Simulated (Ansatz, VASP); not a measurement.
# One calculation of Se, two programs

```
CELL_PARAMETERS angstrom
4.35517 -0.02178 -0.02178
-2.19644 3.78258 -0.00797
-0.02475 -0.02475 4.94945
ATOMIC_POSITIONS crystal
Se 0.21700 0.00000 0.16667
Se 0.00000 0.21700 0.83333
Se 0.78300 0.78300 0.50000
```

Change from the starting cell: equal xy, yz and zx shear strains of -1 %, crystal datasets.

Alike in both runs: task electric field gradients; functional PBEsol; k mesh 8 × 8 × 6; occupations fermi-dirac, width 0.02 eV; no spin polarisation.

|  | VASP | Ansatz |
| --- | --- | --- |
| version | VASP 6.6.1 | Ansatz 0.2.0 |
| potentials or method | VASP PAW PBE potentials, release 64 (Se), cutoff 400 eV | all-electron PAW with datasets made for the crystal, scalar-relativistic |

VASP gave:

- gap on the k mesh at the Fermi level (eV): 1.03
- pressure (GPa): 3.1
- traceless stress, the component that is largest in VASP (GPa): 1.67
- rms of the force components (eV/Å): 0.624
- size of Vzz on the site where it differs most (V/Å²): 485.0

What did Ansatz give for the same quantities?

gap on the k mesh at the Fermi level (eV): 1.06; pressure (GPa): 2.9; traceless stress, the component that is largest in VASP (GPa): 1.55; rms of the force components (eV/Å): 0.586; size of Vzz on the site where it differs most (V/Å²): 508.9.

VASP's potentials were made for PBE, not for PBEsol. Atom by atom the forces differ by 0.038 eV/Å (rms over components). Ansatz ran all-electron here, and VASP with PAW potentials.
